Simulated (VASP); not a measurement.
# KF in VASP: notebook, part 2 of 2

VASP 6.6.1. Earlier steps stand in the parts before.

### Step 3. Single point, r2SCAN (strain +0.050 along x and y, +0.050 along z)

POSCAR reads:

```
KF
1.0
    0.0000000000      2.8071750000      2.8071750000
    2.8071750000      0.0000000000      2.8071750000
    2.8071750000      2.8071750000      0.0000000000
K F
1 1
Direct
    0.0000000000      0.0000000000      0.0000000000
    0.5000000000      0.5000000000      0.5000000000
```

INCAR.step1 reads:

```
PREC = Accurate
ENCUT = 520
ISMEAR = 0
SIGMA = 0.05
LREAL = False
LASPH = True
NELM = 60
NBANDS = 15
GGA = PE
ALGO = Normal
EDIFF = 1E-4
LWAVE = True
LCHARG = False
```

INCAR.step2 reads:

```
PREC = Accurate
ENCUT = 520
EDIFF = 1E-6
ISMEAR = 0
SIGMA = 0.05
LREAL = False
LASPH = True
NELM = 60
ALGO = Normal
ISIF = 2
LWAVE = False
LCHARG = False
METAGGA = R2SCAN
LMIXTAU = True
NBANDS = 15
ISTART = 1
```

KPOINTS reads:

```
regular mesh
0
Gamma
  8 8 8
```

Potentials or basis: VASP PAW PBE potentials, release 64 (K_sv, F).

Started as:

```console
$ cat potpaw_PBE.64/K_sv/POTCAR potpaw_PBE.64/F/POTCAR > POTCAR
$ cp INCAR.step1 INCAR
$ mpirun -np 1 vasp_std > vasp.out
$ cp INCAR.step2 INCAR
$ mpirun -np 1 vasp_std > vasp.out
```

OUTCAR:

```text
PREC = Accurate
   ENCUT = 520
   EDIFF = 1E-6
   ISMEAR = 0
   LREAL = False
   LASPH = True
   NELM = 60
   ISIF = 2
   METAGGA = R2SCAN
   ISTART = 1

 ion  position               nearest neighbor table
   1  0.000  0.000  0.000-   2 2.81   2 2.81   2 2.81   2 2.81   2 2.81   2 2.81
   2  0.500  0.500  0.500-   1 2.81   1 2.81   1 2.81   1 2.81   1 2.81   1 2.81

  LATTYP: Found a face centered cubic cell.
 ALAT       =     5.6143500000

  Lattice vectors:

 A1 = (   0.0000000000,   2.8071750000,   2.8071750000)
 A2 = (   2.8071750000,   0.0000000000,   2.8071750000)
 A3 = (   2.8071750000,   2.8071750000,   0.0000000000)

Analysis of symmetry for initial positions (statically):
=====================================================================
 Subroutine PRICEL returns:
 Original cell was already a primitive cell.

 Routine SETGRP: Setting up the symmetry group for a
 face centered cubic supercell.

 Subroutine GETGRP returns: Found 48 space group operations
 (whereof 48 operations were pure point group operations)
 out of a pool of 48 trial point group operations.

The static configuration has the point symmetry O_h .

Analysis of symmetry for dynamics (positions and initial velocities):
=====================================================================
 Subroutine PRICEL returns:
 Original cell was already a primitive cell.

 Routine SETGRP: Setting up the symmetry group for a
 face centered cubic supercell.

 Subroutine GETGRP returns: Found 48 space group operations
 (whereof 48 operations were pure point group operations)
 out of a pool of 48 trial point group operations.

The dynamic configuration has the point symmetry O_h .

 Subroutine INISYM returns: Found 48 space group operations
 (whereof 48 operations are pure point group operations),
 and found     1 'primitive' translations

----------------------------------------------------------------------------------------

                                     Primitive cell

  volume of cell :      44.2424

  direct lattice vectors                    reciprocal lattice vectors
     0.000000000  2.807175000  2.807175000    -0.178115009  0.178115009  0.178115009
     2.807175000  0.000000000  2.807175000     0.178115009 -0.178115009  0.178115009
     2.807175000  2.807175000  0.000000000     0.178115009  0.178115009 -0.178115009

  length of vectors
     3.969944957  3.969944957  3.969944957     0.308504245  0.308504245  0.308504245

  position of ions in fractional coordinates (direct lattice)
     0.000000000  0.000000000  0.000000000
     0.500000000  0.500000000  0.500000000

  ion indices of the primitive-cell ions
   primitive index   ion index
                 1           1
                 2           2

----------------------------------------------------------------------------------------

 KPOINTS: regular mesh

Automatic generation of k-mesh.
 Grid dimensions read from file:
 generate k-points for:    8    8    8

 Generating k-lattice:

  Cartesian coordinates                     Fractional coordinates (reciprocal lattice)
    -0.022264376  0.022264376  0.022264376     0.125000000  0.000000000  0.000000000
     0.022264376 -0.022264376  0.022264376     0.000000000  0.125000000  0.000000000
     0.022264376  0.022264376 -0.022264376     0.000000000  0.000000000  0.125000000

  Length of vectors
     0.038563031  0.038563031  0.038563031

  Shift w.r.t. Gamma in fractional coordinates (k-lattice)
     0.000000000  0.000000000  0.000000000

 Subroutine IBZKPT returns following result:
 ===========================================

 Found     29 irreducible k-points:

 Following reciprocal coordinates:
            Coordinates               Weight
  0.000000  0.000000  0.000000      1.000000
  0.125000  0.000000  0.000000      8.000000
  0.250000  0.000000  0.000000      8.000000
  0.375000  0.000000  0.000000      8.000000
  0.500000  0.000000  0.000000      4.000000
  0.125000  0.125000  0.000000      6.000000
[... 16 lines left out ...]
  0.500000  0.250000  0.125000     48.000000
 -0.375000  0.250000  0.125000     24.000000
 [... further k-points ...]
   k-points           NKPTS =     29   k-points in BZ     NKDIM =     29   number of bands    NBANDS=     15
   number of dos      NEDOS =    301   number of ions     NIONS =      2
   total plane-waves  NPLWV =  27000
   dimension x,y,z NGX =    30 NGY =   30 NGZ =   30
   dimension x,y,z NGXF=    60 NGYF=   60 NGZF=   60
   ions per type =               1   1
   NGX,Y,Z   is equivalent  to a cutoff of  12.56, 12.56, 12.56 a.u.
   NGXF,Y,Z  is equivalent  to a cutoff of  25.13, 25.13, 25.13 a.u.
 SYSTEM =  unknown system
   PREC   = accura    normal or accurate (medium, high low for compatibility)
   ISTART =      1    job   : 0-new  1-cont  2-samecut
   ICHARG =      0    charge: 1-file 2-atom 10-const
   ISPIN  =      1    spin polarized calculation?
   LNONCOLLINEAR =      F non collinear calculations
   LSORBIT =      F    spin-orbit coupling
   LASPH  =      T    aspherical Exc in radial PAW
   ENCUT  =  520.0 eV  38.22 Ry    6.18 a.u.   7.38  7.38  7.38*2*pi/ulx,y,z
   NELM   =     60;   NELMIN=  2; NELMDL=  0     # of ELM steps
   EDIFF  = 0.1E-05   stopping-criterion for ELM
   LREAL  =      F    real-space projection
   EDIFFG = 0.1E-04   stopping-criterion for IOM
   NSW    =      0    number of steps for IOM
   IBRION =     -1    ionic relax: 0-MD 1-quasi-New 2-CG
   NFREE  =      0    steps in history (QN), initial steepest desc. (CG)
   ISIF   =      2    stress and relaxation
   ISYM   =      2    0-nonsym 1-usesym 2-fastsym
   POTIM  = 0.5000    time-step for ionic-motion
   TEBEG  =    0.0;   TEEND  =   0.0 temperature during run
   PSTRESS=    0.0 pullay stress
   NELECT =      16.0000    total number of electrons
   NUPDOWN=      -1.0000    fix difference up-down
   EMIN   =  10.00;   EMAX   =-10.00  energy-range for DOS
   EFERMI =   0.00;   METHOD = LEGACY
   ISMEAR =     0;   SIGMA  =   0.05  broadening in eV -4-tet -1-fermi 0-gaus
   EFERMI_NEDOS =   21; number of points for ismear=-14 and -15
   IALGO  =     38    algorithm
   IMIX   =      4    mixing-type and parameters
     AMIX     =   0.40;   BMIX     =  1.00
     AMIX_MAG =   1.60;   BMIX_MAG =  1.00
  volume/ion in A,a.u.               =      22.12       149.28
  Fermi-wavevector in a.u.,A,eV,Ry     =   1.166367  2.204115 18.509539  1.360413
  Thomas-Fermi vector in A             =   2.302881
   LORBIT       =      0    0 simple, 1 ext, 2 COOP (PROOUT), +10 PAW based schemes
   METAGGA = R2SCAN    functional components
   LHFCALC =     F    Hartree Fock is set to
   AEXX    =    0.0000 exact exchange contribution
   IVDW    =     0    specifies the selected vdW correction
   LEPSILON=     F    determine dielectric tensor
   LRPA    =     F    only Hartree local field effects (RPA)
 non-spin polarized calculation
 Gauss-broadening in eV      SIGMA  =   0.05
  energy-cutoff  :      520.00
  volume of cell :       44.24
 maximum number of plane-waves:      1243
 NGX is ok and might be reduce to    30
   NGX = 15   NGY = 15   NGZ = 15

 number of electron      16.0000014 magnetization

 Free energy of the ion-electron system (eV)
  ---------------------------------------------------
  ext. energy  EPLUGINS =         0.00000000
  ---------------------------------------------------
  free energy    TOTEN  =       -14.88527353 eV

  energy without entropy =      -14.88527353  energy(sigma->0) =      -14.88527353

 E-fermi :  -3.4460     XC(G=0):  -8.1738

 val. band max:       -3.6714890295   @ k =   0.0000   0.0000   0.0000
 cond. band min:       2.4351300741   @ k =   0.0000   0.0000   0.0000
 fundamental gap:      6.1066191036
 Fermi energy:        -3.4459718107

 k-point     1 :       0.0000    0.0000    0.0000
  band No.  band energies     occupation
      1     -31.2551      2.00000
      2     -23.3897      2.00000
      3     -13.8223      2.00000
      4     -13.8222      2.00000
      5     -13.8222      2.00000
      6      -3.6715      2.00000
      7      -3.6715      2.00000
      8      -3.6715      2.00000
      9       2.4351      0.00000
     10       7.3541      0.00000
     11       7.3541      0.00000
     12       7.3541      0.00000
     13       9.0177      0.00000
     14       9.0177      0.00000
[... 401 lines left out ...]
      2     -23.4108      2.00000
      3     -14.0306      2.00000
      4     -13.9532      2.00000
      5     -13.8729      2.00000
      6      -4.1242      2.00000
      7      -3.8792      2.00000
      8      -3.8776      2.00000
      9       5.7324      0.00000
     10       6.2955      0.00000
     11       8.0973      0.00000
     12       9.1518      0.00000
     13      10.2965      0.00000
     14      11.1308      0.00000
     15      11.2437      0.00000

 [... further k-points ...]
[... 5 lines left out ...]
  --------------------------------------------------------------------------------------
  -------------------------------------------------------------------------------------
  Total       -1.0830050     -1.0830050     -1.0830050      0.0000000      0.0000000      0.0000000
  in kB      -39.2195479    -39.2195479    -39.2195479      0.0000000      0.0000000      0.0000000
  external PRESSURE =     -39.2195479 kB  Pullay stress =       0.0000000 kB

 VOLUME and BASIS-vectors are now :
 -----------------------------------------------------------------------------
  energy-cutoff  :      520.00
  volume of cell :       44.24
      direct lattice vectors                 reciprocal lattice vectors
     0.000000000  2.807175000  2.807175000    -0.178115009  0.178115009  0.178115009
     2.807175000  0.000000000  2.807175000     0.178115009 -0.178115009  0.178115009
     2.807175000  2.807175000  0.000000000     0.178115009  0.178115009 -0.178115009

 POSITION                                       TOTAL-FORCE (eV/Angst)
 -----------------------------------------------------------------------------------
      0.00000      0.00000      0.00000        -0.000000      0.000000      0.000000
      2.80717      2.80717      2.80717         0.000000      0.000000     -0.000000
 -----------------------------------------------------------------------------------
    total drift:                                0.000000      0.000000      0.000000

  FREE ENERGIE OF THE ION-ELECTRON SYSTEM (eV)
  ---------------------------------------------------
  free  energy   TOTEN  =       -14.8852735333 eV

  energy  without entropy=      -14.8852735333  energy(sigma->0) =      -14.88527353
```

OSZICAR.step1:

```text
N       E                     dE             d eps       ncg     rms          rms(c)
DAV:   1     0.104221191200E+03    0.10422E+03   -0.80321E+03   870   0.101E+03
DAV:   2    -0.534198707882E+01   -0.10956E+03   -0.10112E+03  1181   0.273E+02
DAV:   3    -0.946002486423E+01   -0.41180E+01   -0.41001E+01  1138   0.474E+01
DAV:   4    -0.959026647772E+01   -0.13024E+00   -0.13023E+00  1240   0.728E+00
DAV:   5    -0.959110142160E+01   -0.83494E-03   -0.83494E-03  1095   0.636E-01    0.622E+00
DAV:   6    -0.831113402056E+01    0.12800E+01   -0.38218E+00   933   0.136E+01    0.337E+00
DAV:   7    -0.827266381706E+01    0.38470E-01   -0.68687E-02  1038   0.219E+00    0.186E+00
DAV:   8    -0.826487498976E+01    0.77888E-02   -0.60224E-02  1017   0.232E+00    0.206E-01
DAV:   9    -0.826673539990E+01   -0.18604E-02   -0.36162E-03  1017   0.501E-01    0.119E-01
DAV:  10    -0.826742801167E+01   -0.69261E-03   -0.49046E-04   940   0.181E-01    0.704E-02
DAV:  11    -0.826757429888E+01   -0.14629E-03   -0.13554E-04   902   0.933E-02    0.166E-02
DAV:  12    -0.826757567067E+01   -0.13718E-05   -0.90544E-06   680   0.294E-02
   1 F= -.82675757E+01 E0= -.82675757E+01  d E =-.231309E-14
```

Wall time 46 s (1 thread of Intel Xeon 6975P-C (Granite Rapids), shared host); peak memory 0.17 GiB.

Results:

| Item | Value |
| --- | --- |
| Free energy | -14.8853 eV |
| Pressure | -3.9 GPa |
| Band gap on the k mesh | 6.11 eV, direct |

Caveat: the cell differs from its parent crystal (strain +0.050 along x and y, +0.050 along z); the PAW data sets were made with another functional, which shifts forces and pressure a little.

### Step 4. Single point, r2SCAN (strain -0.050 along x and y, -0.025 along z)

POSCAR reads:

```
KF
1.0
    0.0000000000      2.5398250000      2.6066625000
    2.5398250000      0.0000000000      2.6066625000
    2.5398250000      2.5398250000      0.0000000000
K F
1 1
Direct
    0.0000000000      0.0000000000      0.0000000000
    0.5000000000      0.5000000000      0.5000000000
```

INCAR.step1 reads:

```
  ALGO = Normal
  EDIFF = 1E-4
  ENCUT = 520
  GGA = PE
  ISMEAR = 0
  LASPH = T
  LCHARG = F
  LREAL = F
  LWAVE = T
  NBANDS = 15
  NELM = 80
  PREC = Accurate
  SIGMA = 0.05
```

INCAR.step2 reads:

```
  ALGO = Normal
  EDIFF = 1E-6
  ENCUT = 520
  ISIF = 2
  ISMEAR = 0
  ISTART = 1
  LASPH = T
  LCHARG = F
  LMIXTAU = T
  LREAL = F
  LWAVE = F
  METAGGA = R2SCAN
  NBANDS = 15
  NELM = 80
  PREC = Accurate
  SIGMA = 0.05
```

KPOINTS reads:

```
k-points
0
Gamma
  8 8 8
```

Started as:

```console
$ cat potpaw_PBE.64/K_sv/POTCAR potpaw_PBE.64/F/POTCAR > POTCAR
$ cp INCAR.step1 INCAR
$ mpirun -np 1 vasp_std > vasp.out
$ cp INCAR.step2 INCAR
$ mpirun -np 1 vasp_std > vasp.out
```

Wall time 66 s (1 thread of Intel Xeon 6975P-C (Granite Rapids), shared host); peak memory 0.17 GiB.

Results (log left out):

- Free energy: -14.9037 eV
- Pressure: 5.4 GPa
- Band gap on the k mesh: 7.53 eV, direct

Stress tensor (GPa, compression positive):
```
6.32 0.00 0.00
0.00 6.32 0.00
0.00 0.00 3.44
```

Levels at points of the mesh, in eV from the valence-band top:
```
           k point  band 4  band 5  band 6  band 7  band 8  band 9  band 10  band 11  band 12  band 13
(0.00, 0.00, 0.00)   -9.19   -9.19   -0.06    0.00    0.00    7.53    11.65    11.82    11.82    13.67
(0.50, 0.00, 0.00)   -9.25   -9.21   -0.94   -0.48   -0.48   10.18    12.23    13.43    13.59    16.08
(0.50, 0.50, 0.00)   -9.48   -9.48   -0.20   -0.01   -0.01    8.89    11.94    13.34    15.30    15.89
(0.50, 0.00, 0.50)   -9.54   -9.49   -0.10   -0.08   -0.01    8.78    11.94    13.57    15.28    15.77
```

Caveat: the cell differs from its parent crystal (strain -0.050 along x and y, -0.025 along z); the PAW data sets were made with another functional, which shifts forces and pressure a little.

### Step 5. The runs side by side

```csv
cell,gap on the mesh (eV),pressure (GPa)
"a = 3.592 Å, angles 60.0°, 2 atoms",7.72,6.9
"a = 3.970 Å, angles 60.0°, 2 atoms",6.11,-3.9
"a = 3.639, b = 3.639, c = 3.592 Å, angles 60.4, 60.4, 59.1°, 2 atoms",7.53,5.4
```

Alike in all rows: task single point; level r2SCAN; potentials or basis VASP PAW PBE potentials, release 64 (K_sv, F); no spin polarisation; k mesh 8 × 8 × 8; cutoff (eV) 520; smearing gaussian 0.05 eV.

Caveats: the PAW data sets were made with another functional, which shifts forces and pressure a little.

Total energies depend on the potentials used, so only differences within one code and one set of settings carry meaning.
